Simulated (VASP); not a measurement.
# ZrB2 (I4/mmm) in VASP: notebook, part 2 of 2

VASP 6.6.1.

### 4 Relaxation of cell and atoms, PBE

Input file INCAR:

```
SYSTEM = ZrB2
PREC = Accurate
ENCUT = 600
EDIFF = 1E-7
ISMEAR = 0
SIGMA = 0.1
LREAL = .False.
LASPH = .True.
NELM = 80
ALGO = Normal
ISIF = 3
LWAVE = .False.
LCHARG = .False.
GGA = PE
IBRION = 2
NSW = 90
EDIFFG = -0.04
```

Input file KPOINTS:

```
regular mesh
0
Gamma
  8 8 8
  0 0 0
```

Input file POSCAR:

```
ZrB2
1.0
   -1.4569196309      1.4569196309      3.5740059695
    1.4569196309     -1.4569196309      3.5740059695
    1.4569196309      1.4569196309     -3.5740059695
Zr B
1 2
Direct
    0.0000000000      0.0000000000      0.0000000000
    0.6650000000      0.6650000000      0.0000000000
    0.3350000000      0.3350000000      0.0000000000
```

The run is started by

```bash
$ cat potpaw_PBE.64/Zr_sv/POTCAR potpaw_PBE.64/B/POTCAR > POTCAR
$ mpirun -np 1 vasp_std > vasp.out
```

Wall time 22 min (1 thread of Intel Xeon 8259CL, shared host); peak memory 0.23 GiB.

The run converged. Its results:

```yaml
Free_energy: -21.6910 eV
Relaxed_volume: 12.64 Å³/atom
Relaxed_cell: a = 4.001 Å, b = 4.001 Å, c = 4.001 Å, α = 128.74°, β = 128.74°, γ = 75.42°
Space_group_after_relaxing_to_0.1_Å: I4/mmm (No. 139)
Energy_gained_by_relaxing: 1134.7 meV/atom
Ionic_steps: 26
Pressure_after_relaxing: 0.0 GPa
Largest_force_after_relaxing: 0.014 eV/Å
Band_gap_on_the_k_mesh: zero (bands 9 and 10 overlap by 1.48 eV)
```

Forces in eV/Å, atoms in the order of the input:
```
Zr   0.000  0.000  0.000
B    0.000  0.000 -0.014
B    0.000  0.000  0.014
```

Stress tensor (GPa, compression positive):
```
 0.03  0.00  0.00
 0.00  0.03  0.00
 0.00  0.00 -0.10
```

The path:
```csv
step,energy change (eV),largest force (eV/Å),pressure (GPa),volume (Å³)
1,0.0000,1.7012,37.77,30.34
2,-0.6189,0.0477,-16.04,42.00
3,-0.8352,0.4222,-3.80,37.29
4,-1.1160,1.2190,-2.15,36.93
5,-0.5351,5.9161,12.14,35.79
6,-1.1810,1.8059,-1.05,36.78
7,-1.1887,2.5160,0.76,36.61
8,-1.1929,2.2100,-0.05,36.69
9,-1.3122,3.2705,1.88,36.54
10,-1.3560,5.5447,7.62,36.07
11,-1.3827,4.6911,4.94,36.27
12,-1.4621,4.9434,5.18,36.28
13,-1.6885,5.5839,6.19,36.30
14,-1.9832,5.9522,11.00,36.21
15,-2.3311,4.6670,10.58,36.50
16,-2.5881,0.6739,13.16,37.03
17,-2.5925,1.4515,12.53,36.95
18,-2.8431,1.3693,8.61,37.34
19,-3.2655,1.2795,-1.37,38.48
20,-3.3232,1.3624,-4.84,38.99
21,-3.3261,1.3926,-5.59,39.11
22,-3.3629,0.9886,-4.02,38.77
23,-3.3991,0.1383,0.17,38.01
24,-3.3991,0.1013,0.04,38.03
25,-3.4022,0.0528,0.00,37.98
26,-3.4040,0.0143,-0.01,37.91
```

Final structure:
```yaml
crystal:
  lattice:
    - [-1.73039, 1.73039, 3.16493]
    - [1.73039, -1.73039, 3.16493]
    - [1.73039, 1.73039, -3.16493]
  atoms:
    - { symbol: Zr, position: [0.00000, 0.00000, 0.00000] }
    - { symbol: B, position: [0.62305, 0.62305, 0.00000] }
    - { symbol: B, position: [0.37695, 0.37695, 0.00000] }
```

Levels at points of the mesh, in eV from the Fermi level:
```
           k point  band 7  band 8  band 9  band 10  band 11  band 12
(0.00, 0.00, 0.00)   -0.27   -0.27   -0.04     0.61     1.24     1.24
(0.50, 0.00, 0.00)   -2.95   -2.34   -1.05     2.51     2.97     4.36
(0.50, 0.50, 0.00)   -3.03   -1.80   -1.70    -0.34     1.94     4.90
(0.50, 0.50, 0.50)   -0.99   -0.44   -0.44     0.37     3.18     3.40
```

Caveat: the volume moved by over 15 % at a fixed basis, so the end points are rough.

### 5 Single point, PBE

This run uses another cell than the first one, of 12.63 Å³/atom.

Input file INCAR:

```
SYSTEM = ZrB2
PREC = Accurate
ENCUT = 520
EDIFF = 1E-7
ISMEAR = 0
SIGMA = 0.1
LREAL = .FALSE.
LASPH = .TRUE.
NELM = 60
ALGO = Normal
ISIF = 2
LWAVE = .FALSE.
LCHARG = .TRUE.
GGA = PE
LELF = .TRUE.
LVHAR = .TRUE.
NBANDS = 16
```

Input file KPOINTS:

```
regular mesh
0
G
  18 18 18
  0 0 0
```

Input file POSCAR:

```
ZrB2
1.0
   -1.7314266156      1.7314266156      3.1589072726
    1.7314266156     -1.7314266156      3.1589072726
    1.7314266156      1.7314266156     -3.1589072726
Zr B
1 2
Direct
    0.0000000000      0.0000000000      0.0000000000
    0.6232053111      0.6232053111      0.0000000000
    0.3767946889      0.3767946889      0.0000000000
```

The run is started by

```bash
$ cat potpaw_PBE.64/Zr_sv/POTCAR potpaw_PBE.64/B/POTCAR > POTCAR
$ mpirun -np 1 vasp_std > vasp.out
```

Wall time 6.1 min (1 thread of AMD EPYC 7R13 (Zen 3), shared host); peak memory 0.38 GiB.

It converged, with:

| Quantity | Value |
| --- | --- |
| Free energy | -21.6858 eV |
| Pressure | 0.1 GPa |
| Largest force | 0.028 eV/Å |
| Band gap on the k mesh | zero (bands 9 and 10 overlap by 1.71 eV) |

Forces on the atoms (eV/Å):
```
Zr   0.000  0.000  0.000
B    0.000  0.000  0.028
B    0.000  0.000 -0.028
```

Stress tensor (GPa, compression positive):
```
0.07 0.00 0.00
0.00 0.07 0.00
0.00 0.00 0.19
```

Levels at points of the mesh, in eV from the Fermi level:
```csv
k point,band 6,band 7,band 8,band 9,band 10,band 11,band 12,band 13
"(0.00, 0.00, 0.00)",-4.01,-0.32,-0.32,-0.07,0.58,1.19,1.19,2.73
"(0.50, 0.00, 0.00)",-5.88,-2.98,-2.38,-1.08,2.49,2.93,4.32,4.79
"(0.50, 0.50, 0.00)",-3.07,-3.07,-1.84,-1.73,-0.38,1.94,4.85,5.48
"(0.50, 0.50, 0.50)",-5.37,-1.03,-0.49,-0.49,0.31,3.15,3.38,3.38
```

### 6 Summary

| task | cell | k mesh | cutoff (eV) | gap on the mesh (eV) | pressure (GPa) | largest force (eV/Å) |
| --- | --- | --- | --- | --- | --- | --- |
| single point | a = 4.125 Å, angles 138.6, 138.6, 59.9°, 3 atoms, atomic positions A | 8 × 8 × 8 | 520 | none | 37.8 | 1.70 |
| single point | a = 3.999 Å, angles 128.8, 128.8, 75.4°, 3 atoms, atomic positions B | 8 × 8 × 8 | 520 | none | 0.2 | 0.02 |
| relaxation of cell and atoms | relaxed from a = 4.125 Å, angles 138.6, 138.6, 59.9°, 3 atoms, atomic positions A | 8 × 8 × 8 | 600 | none | 0.0 | 0.01 |
| single point | a = 3.997 Å, angles 128.7, 128.7, 75.6°, 3 atoms, atomic positions C | 18 × 18 × 18 | 520 | none | 0.1 | 0.03 |

Alike in all rows: level PBE; potentials or basis VASP PAW PBE potentials, release 64 (Zr_sv, B); no spin polarisation; smearing gaussian 0.1 eV.

Caveats: the stress differs along the axes, from 21 to 46 GPa (at least some runs); forces of over 1 eV/Å act on the atoms, so gaps and moduli don't describe the material at rest (at least some runs); the volume moved by over 15 % at a fixed basis, so the end points are rough (at least some runs).

Absolute energies hang on the potentials; compare differences alone.
